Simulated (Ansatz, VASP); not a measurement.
Two plane-wave programs on SiC

INCAR

```
SYSTEM = SiC
PREC = Accurate ; ENCUT = 520
EDIFF = 1E-7 ; ISMEAR = 0
SIGMA = 0.05 ; LREAL = .False.
LASPH = .True. ; NELM = 80
ALGO = Normal ; ISIF = 2
LWAVE = .False. ; LCHARG = .False.
GGA = PE ; NBANDS = 26
```

KPOINTS

```
Automatic mesh
0
Gamma
  10 10 3
  0 0 0
```

File POSCAR:

```
SiC
1.0
   -3.0759982064      0.0000000000      0.0000000000
   -1.5379991032     -2.6638925888      0.0000000000
   -0.9227994619      0.0000000000     10.0960000000
Si C
4 4
Direct
    0.1372083333      0.3333333333      0.6537500000
    0.2872083333      0.3333333333      0.1537500000
    0.3955416667      0.6666666667      0.9037500000
    0.5455416667      0.6666666667      0.4037500000
    0.0794583333      0.3333333333      0.8462500000
    0.2294583333      0.3333333333      0.3462500000
    0.6377916667      0.6666666667      0.0962500000
    0.4877916667      0.6666666667      0.5962500000
```

Input for Ansatz:

```yaml
crystal:
  lattice:
    - [-3.0759982064, 0.0, 0.0]
    - [-1.5379991032, -2.6638925888, 0.0]
    - [-0.9227994619, 0.0, 10.096]
  atoms:
    - { symbol: Si, position: [0.1372083333, 0.3333333333, 0.65375] }
    - { symbol: Si, position: [0.2872083333, 0.3333333333, 0.15375] }
    - { symbol: Si, position: [0.3955416667, 0.6666666667, 0.90375] }
    - { symbol: Si, position: [0.5455416667, 0.6666666667, 0.40375] }
    - { symbol: C, position: [0.0794583333, 0.3333333333, 0.84625] }
    - { symbol: C, position: [0.2294583333, 0.3333333333, 0.34625] }
    - { symbol: C, position: [0.6377916667, 0.6666666667, 0.09625] }
    - { symbol: C, position: [0.4877916667, 0.6666666667, 0.59625] }
basis:
  ecutwfc: 420
kpoints:
  mp_grid: { grid: [10, 10, 3] }
hamiltonian:
  xc: pbe
scf:
  occupations: { method: gaussian, width: 0.05 }
output:
  forces: true
  stress: true
  eigenvalues: true
```

Alike in both runs: task single point; functional PBE; k mesh 10 × 10 × 3; occupations gaussian, width 0.05 eV; no spin polarisation.

|  | VASP | Ansatz |
| --- | --- | --- |
| version | VASP 6.6.1 | Ansatz 0.2.0 |
| potentials or method | VASP PAW PBE potentials, release 64 (Si, C), cutoff 520 eV | scalar-relativistic, plane waves, PAW |
| valence electrons in the cell | 32 | 32 |

Ansatz gave:

```
gap on the k mesh at the Fermi level (eV)                     : 1.20
least direct gap on the mesh (eV)                             : 2.51
pressure (GPa)                                                : 3.0
traceless stress, the component that is largest in VASP (GPa) : 9.90
rms of the force components (eV/Å)                            : 0.687
```

Problem. What did VASP give for the same quantities?

Solution. gap on the k mesh at the Fermi level (eV): 1.20; least direct gap on the mesh (eV): 2.51; pressure (GPa): 2.9; traceless stress, the component that is largest in VASP (GPa): 9.92; rms of the force components (eV/Å): 0.687.

Atom by atom the forces differ by 0.002 eV/Å (rms over components).
